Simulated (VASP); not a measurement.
# Pr (Im-3m) in VASP: a series of runs

Runs on Pr. Level: PBEsol. Tasks: single point.

Everything below comes from runs of VASP 6.6.1. Logs are shortened: lines on timing, memory, paths and dates and some standing lists are left out, and cuts for length are marked.

### Step 1. The cell of the first run

It takes space group Im-3m (No. 229, cubic). The conventional cell has a = 4.195 Å, b = 4.195 Å, c = 4.195 Å, α = 90.00°, β = 90.00°, γ = 90.00°. Within 4.8 Å of Pr (site symmetry m-3m) lie 14 Pr at 3.63 to 4.19 Å.

This isn't the form of Pr at room conditions, which is double hcp.

### Step 2. Single point, PBEsol, non-collinear spin, typed start, spin-orbit coupling

The input, INCAR:

```
  PREC = Accurate
  ENCUT = 520
  EDIFF = 1E-6
  ISMEAR = 1
  SIGMA = 0.05
  LREAL = False
  LASPH = True
  NELM = 150
  ALGO = Normal
  ISIF = 2
  LWAVE = False
  LCHARG = True
  MAGMOM = 0 0 2
  LORBIT = 11
  LSORBIT = True
  GGA_COMPAT = False
  LORBMOM = True
  LMAXMIX = 6
  GGA = PS
  LVHAR = True
  NBANDS = 24
```

The input, KPOINTS:

```
Automatic mesh
0
Gamma
  10 10 10
```

The input, POSCAR:

```
Pr
1.0
   -2.0973721543      2.0973721543      2.0973721543
    2.0973721543     -2.0973721543      2.0973721543
    2.0973721543      2.0973721543     -2.0973721543
Pr
1
Direct
    0.0000000000      0.0000000000      0.0000000000
```

Potentials or basis: VASP PAW PBE potentials, release 64 (Pr).

On the command line:

```console
$ cat potpaw_PBE.64/Pr/POTCAR > POTCAR
$ mpirun -np 1 vasp_ncl > vasp.out
```

OUTCAR:

```text
PREC = Accurate
   ENCUT = 520
   EDIFF = 1E-6
   ISMEAR = 1
   LREAL = False
   LASPH = True
   NELM = 150
   ISIF = 2
   LORBIT = 11
   LSORBIT = True
   GGA = PS

 ion  position               nearest neighbor table
   1  0.000  0.000  0.000-

  LATTYP: Found a body centered cubic cell.
 ALAT       =     4.1947443086

  Lattice vectors:

 A1 = (  -2.0973721543,   2.0973721543,   2.0973721543)
 A2 = (   2.0973721543,  -2.0973721543,   2.0973721543)
 A3 = (   2.0973721543,   2.0973721543,  -2.0973721543)

Analysis of symmetry for initial positions (statically):
=====================================================================
 Subroutine PRICEL returns:
 Original cell was already a primitive cell.

 Routine SETGRP: Setting up the symmetry group for a
 body centered cubic supercell.

 Subroutine GETGRP returns: Found 48 space group operations
 (whereof 48 operations were pure point group operations)
 out of a pool of 48 trial point group operations.

The static configuration has the point symmetry O_h .

Analysis of symmetry for dynamics (positions and initial velocities):
=====================================================================
 Subroutine PRICEL returns:
 Original cell was already a primitive cell.

 Routine SETGRP: Setting up the symmetry group for a
 body centered cubic supercell.

 Subroutine GETGRP returns: Found 48 space group operations
 (whereof 48 operations were pure point group operations)
 out of a pool of 48 trial point group operations.

The dynamic configuration has the point symmetry O_h .

Analysis of structural, dynamic, and magnetic symmetry:
=====================================================================
 Subroutine PRICEL returns:
 Original cell was already a primitive cell.

 Routine SETGRP: Setting up the symmetry group for a
 body centered cubic supercell.

 Subroutine GETGRP returns: Found  8 space group operations
 (whereof  8 operations were pure point group operations)
 out of a pool of 48 trial point group operations.

The overall configuration has the point symmetry C_4h.

 Subroutine INISYM returns: Found  8 space group operations
 (whereof  8 operations are pure point group operations),
 and found     1 'primitive' translations

----------------------------------------------------------------------------------------

[... 147 lines left out ...]

 k-point     1 :       0.0000    0.0000    0.0000
  band No.  band energies     occupation
      1     -30.7701      1.00000
      2     -29.6480      1.00000
      3     -13.9654      1.00000
      4     -13.6150      1.00000
      5     -11.2863      1.00000
      6     -10.9296      1.00000
[... 637 lines left out ...]
     23       6.8505      0.00000
     24       6.9995      0.00000

 [... further k-points ...]
[... 5 lines left out ...]
  --------------------------------------------------------------------------------------
  -------------------------------------------------------------------------------------
  Total       -1.2472686     -1.2472686     -1.3717454      0.0000000      0.0000000      0.0000000
  in kB      -54.1482063    -54.1482063    -59.5521714      0.0000009      0.0000000      0.0000000
  external PRESSURE =     -55.9495280 kB  Pullay stress =       0.0000000 kB

 VOLUME and BASIS-vectors are now :
 -----------------------------------------------------------------------------
  energy-cutoff  :      520.00
  volume of cell :       36.91
      direct lattice vectors                 reciprocal lattice vectors
    -2.097372154  2.097372154  2.097372154     0.000000000  0.238393553  0.238393553
     2.097372154 -2.097372154  2.097372154     0.238393553  0.000000000  0.238393553
     2.097372154  2.097372154 -2.097372154     0.238393553  0.238393553  0.000000000

 POSITION                                       TOTAL-FORCE (eV/Angst)
 -----------------------------------------------------------------------------------
      0.00000      0.00000      0.00000        -0.000000     -0.000000     -0.000000
 -----------------------------------------------------------------------------------
    total drift:                                0.000000      0.000000      0.000000

  FREE ENERGIE OF THE ION-ELECTRON SYSTEM (eV)
  ---------------------------------------------------
  free  energy   TOTEN  =        -6.0851161274 eV

  energy  without entropy=       -6.0840447177  energy(sigma->0) =       -6.08475899

 orbital moment (x)

 # of ion     p       d       f       tot
 ------------------------------------------------
  1         0.000   0.000   0.000   0.000
 ------------------------------------------------
            0.000   0.000   0.000   0.000

 orbital moment (y)

 # of ion     p       d       f       tot
 ------------------------------------------------
  1        -0.000   0.000  -0.000  -0.000
 ------------------------------------------------
           -0.000   0.000  -0.000  -0.000

 orbital moment (z)

 # of ion     p       d       f       tot
 ------------------------------------------------
  1        -0.002  -0.005  -2.060  -2.067
 ------------------------------------------------
           -0.002  -0.005  -2.060  -2.067

 Spin-Orbit-Coupling matrix elements

 Ion:    1  E_soc:     -0.8079870
 l=   1
     0.0000000    -0.1034941    -0.1027068
    -0.1034941     0.0000000    -0.1034941
    -0.1027068    -0.1034941     0.0000000
 l=   2
     0.0000000     0.0000262     0.0000000     0.0000262    -0.0013170
     0.0000262     0.0000000    -0.0006736     0.0003620    -0.0002449
     0.0000000    -0.0006736     0.0000000    -0.0006736     0.0000000
     0.0000262     0.0003620    -0.0006736     0.0000000    -0.0002449
    -0.0013170    -0.0002449     0.0000000    -0.0002449     0.0000000
 l=   3
     0.0000000    -0.0017985     0.0000000     0.0000000     0.0000000    -0.0015295    -0.0339149
    -0.0017985     0.0000000    -0.0035901     0.0000000    -0.0035901    -0.0175960    -0.0017985
     0.0000000    -0.0035901     0.0000000    -0.0068077    -0.0066505    -0.0029729     0.0000000
     0.0000000     0.0000000    -0.0068077     0.0000000    -0.0068077     0.0000000     0.0000000
     0.0000000    -0.0035901    -0.0066505    -0.0068077     0.0000000    -0.0029729     0.0000000
    -0.0015295    -0.0175960    -0.0029729     0.0000000    -0.0029729     0.0000000    -0.0015295
    -0.0339149    -0.0017985     0.0000000     0.0000000     0.0000000    -0.0015295     0.0000000

 total charge

# of ion       s       p       d       f       tot
--------------------------------------------------
    1        1.988   5.274   0.547   2.159   9.968

 magnetization (x)

# of ion       s       p       d       f       tot
--------------------------------------------------
    1        0.000  -0.000   0.000   0.000   0.000

 magnetization (y)

# of ion       s       p       d       f       tot
--------------------------------------------------
    1        0.000   0.000   0.000   0.000   0.000

 magnetization (z)

# of ion       s       p       d       f       tot
--------------------------------------------------
    1       -0.009  -0.020   0.167   2.079   2.217
```

OSZICAR:

```text
N       E                     dE             d eps       ncg     rms          rms(c)
DAV:   1     0.148555296315E+03    0.14856E+03   -0.45545E+03  7176   0.209E+03
DAV:   2     0.171185428113E+02   -0.13144E+03   -0.12769E+03  8808   0.352E+02
DAV:   3    -0.570727416126E+01   -0.22826E+02   -0.21548E+02 11736   0.180E+02
DAV:   4    -0.837457194575E+01   -0.26673E+01   -0.24648E+01 13704   0.541E+01
[... 35 lines left out ...]
DAV:  40    -0.608511120453E+01    0.69067E-05   -0.11720E-05  7760   0.398E-02    0.110E-02
DAV:  41    -0.608510772843E+01    0.34761E-05   -0.19711E-05  8224   0.397E-02    0.870E-03
DAV:  42    -0.608511159821E+01   -0.38698E-05   -0.92911E-06  6760   0.360E-02    0.636E-03
DAV:  43    -0.608511591213E+01   -0.43139E-05   -0.10067E-06  6464   0.263E-02    0.233E-03
DAV:  44    -0.608511612740E+01   -0.21527E-06   -0.64590E-07  6640   0.210E-02
   1 F= -.60851161E+01 E0= -.60847590E+01  d E =-.107141E-02  mag=    -0.0000    -0.0000     2.7908
```

Wall time 13 min (1 thread of AMD EPYC 7R13 (Zen 3), shared host); peak memory 0.36 GiB.

Results:

| Item | Value |
| --- | --- |
| Free energy | -6.0851 eV |
| Pressure | -5.6 GPa |
| Net moment | 2.79 μB per cell |
| Valence electrons inside the program's atomic spheres | Pr 9.97 |

Stress tensor (GPa, compression positive):
```
-5.41  0.00  0.00
 0.00 -5.41  0.00
 0.00  0.00 -5.96
```

Moments on the atoms (μB; x, y, z):
```
Pr  0.00 0.00 2.22
```

Caveat: the magnetic or orbital state may not be the lowest; the cell stands under tension; the PAW data sets were made with another functional, which shifts forces and pressure a little.

### Step 3. Single point, PBEsol, non-collinear spin, typed start, spin-orbit coupling

The input, INCAR:

```
  PREC = Accurate
  ENCUT = 520
  EDIFF = 1E-6
  ISMEAR = 1
  SIGMA = 0.05
  LREAL = F
  LASPH = T
  NELM = 150
  ALGO = Normal
  ISIF = 2
  LWAVE = F
  LCHARG = T
  MAGMOM = 0 0 2
  LORBIT = 11
  LSORBIT = T
  GGA_COMPAT = F
  LORBMOM = T
  LMAXMIX = 6
  GGA = PS
  LVHAR = T
  NBANDS = 24
```

The input, KPOINTS:

```
Automatic mesh
0
Gamma
  12 12 12
```

POSCAR is that of step 2.

Potentials or basis: VASP PAW PBE potentials, release 64 (Pr).

On the command line:

```console
$ cat potpaw_PBE.64/Pr/POTCAR > POTCAR
$ mpirun -np 1 vasp_ncl > vasp.out
```

OUTCAR:

```text
PREC = Accurate
   ENCUT = 520
   EDIFF = 1E-6
   ISMEAR = 1
   LREAL = F
   LASPH = T
   NELM = 150
   ISIF = 2
   LORBIT = 11
   LSORBIT = T
   GGA = PS

 ion  position               nearest neighbor table
   1  0.000  0.000  0.000-

  LATTYP: Found a body centered cubic cell.
 ALAT       =     4.1947443086

  Lattice vectors:

 A1 = (  -2.0973721543,   2.0973721543,   2.0973721543)
 A2 = (   2.0973721543,  -2.0973721543,   2.0973721543)
 A3 = (   2.0973721543,   2.0973721543,  -2.0973721543)

Analysis of symmetry for initial positions (statically):
=====================================================================
 Subroutine PRICEL returns:
 Original cell was already a primitive cell.

 Routine SETGRP: Setting up the symmetry group for a
 body centered cubic supercell.

 Subroutine GETGRP returns: Found 48 space group operations
 (whereof 48 operations were pure point group operations)
 out of a pool of 48 trial point group operations.

The static configuration has the point symmetry O_h .

Analysis of symmetry for dynamics (positions and initial velocities):
=====================================================================
 Subroutine PRICEL returns:
 Original cell was already a primitive cell.
[... 863 lines left out ...]
  1         0.000  -0.000   0.000   0.000
 ------------------------------------------------
            0.000  -0.000   0.000   0.000

 orbital moment (y)

 # of ion     p       d       f       tot
 ------------------------------------------------
  1         0.000  -0.000  -0.000   0.000
 ------------------------------------------------
            0.000  -0.000  -0.000   0.000

 orbital moment (z)

 # of ion     p       d       f       tot
 ------------------------------------------------
  1        -0.002  -0.007  -2.044  -2.053
 ------------------------------------------------
           -0.002  -0.007  -2.044  -2.053

 Spin-Orbit-Coupling matrix elements

 Ion:    1  E_soc:     -0.8057352
 l=   1
     0.0000000    -0.1034530    -0.1026291
    -0.1034530     0.0000000    -0.1034530
    -0.1026291    -0.1034530     0.0000000
 l=   2
     0.0000000    -0.0000004     0.0000000    -0.0000004    -0.0013155
    -0.0000004     0.0000000    -0.0006513     0.0003350    -0.0002375
     0.0000000    -0.0006513     0.0000000    -0.0006513     0.0000000
    -0.0000004     0.0003350    -0.0006513     0.0000000    -0.0002375
    -0.0013155    -0.0002375     0.0000000    -0.0002375     0.0000000
 l=   3
     0.0000000    -0.0017871     0.0000000     0.0000000     0.0000000    -0.0014998    -0.0330778
    -0.0017871     0.0000000    -0.0036646     0.0000000    -0.0036646    -0.0182555    -0.0017871
     0.0000000    -0.0036646     0.0000000    -0.0065090    -0.0063223    -0.0029985     0.0000000
     0.0000000     0.0000000    -0.0065090     0.0000000    -0.0065090     0.0000000     0.0000000
     0.0000000    -0.0036646    -0.0063223    -0.0065090     0.0000000    -0.0029985     0.0000000
    -0.0014998    -0.0182555    -0.0029985     0.0000000    -0.0029985     0.0000000    -0.0014998
    -0.0330778    -0.0017871     0.0000000     0.0000000     0.0000000    -0.0014998     0.0000000

 total charge

# of ion       s       p       d       f       tot
--------------------------------------------------
    1        1.987   5.274   0.549   2.163   9.973

 magnetization (x)

# of ion       s       p       d       f       tot
--------------------------------------------------
    1       -0.000   0.000  -0.000   0.000   0.000

 magnetization (y)

# of ion       s       p       d       f       tot
--------------------------------------------------
    1       -0.000   0.000  -0.000   0.000  -0.000

 magnetization (z)

# of ion       s       p       d       f       tot
--------------------------------------------------
    1       -0.007  -0.017   0.196   2.091   2.263
```

Run time: 19 min. Hardware: 1 thread of AMD EPYC 7R13 (Zen 3), shared host; peak memory 0.45 GiB.

What came out:

```yaml
Free_energy: -6.0883 eV
Pressure: -5.6 GPa
Net_moment: 2.92 μB per cell
Valence_electrons_inside_the_program's_atomic_spheres: Pr 9.97
```

Moments on the atoms (μB; x, y, z):
```
Pr  0.00 0.00 2.26
```

Caveat: the magnetic or orbital state may not be the lowest; the cell stands under tension; the PAW data sets were made with another functional, which shifts forces and pressure a little. The state reached can hang on the start; a lower one may exist.
